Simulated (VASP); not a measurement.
Runs of VASP 6.6.1 on BAs. The structure is that of space group F-43m (No. 216), or close to it. The cells are those of the table. 

```tsv
cell	gap on the mesh (eV)	pressure (GPa)
a = 3.378, b = 3.328, c = 3.328 Å, angles 61.0, 59.5, 59.5°, 2 atoms	0.63	1.3
a = 3.378, b = 3.446, c = 3.446 Å, angles 58.7, 60.7, 60.7°, 2 atoms	0.87	(b)
a = 3.378, b = 3.361, c = 3.361 Å, angles 60.3, 59.8, 59.8°, 2 atoms	0.96	-1.7
a = 3.378, b = 3.429, c = 3.429 Å, angles 59.0, 60.5, 60.5°, 2 atoms	0.93	-6.8
a = 3.378, b = 3.395, c = 3.395 Å, angles 59.7, 60.2, 60.2°, 2 atoms	(a)	-4.4
a = 3.378, b = 3.412, c = 3.412 Å, angles 59.3, 60.3, 60.3°, 2 atoms	0.99	-5.6
a = 3.378, b = 3.437, c = 3.437 Å, angles 58.9, 60.6, 60.6°, 2 atoms	0.90	-7.4
a = 3.378, b = 3.344, c = 3.344 Å, angles 60.7, 59.7, 59.7°, 2 atoms	0.80	-0.3
```

Alike in all rows: task single point; level LDA; potentials or basis VASP PAW LDA potentials, release 64 (B, As); no spin polarisation; k mesh 10 × 10 × 10; cutoff (eV) 500; smearing fermi-dirac 0.2 eV.

Question: Estimate the missing entries.

Answer: (a) 1.06; (b) -8.0.

Caveats: the cell stands under tension (at least some runs).

A k mesh can miss the band edges, and the runs leave out spin-orbit coupling on As.
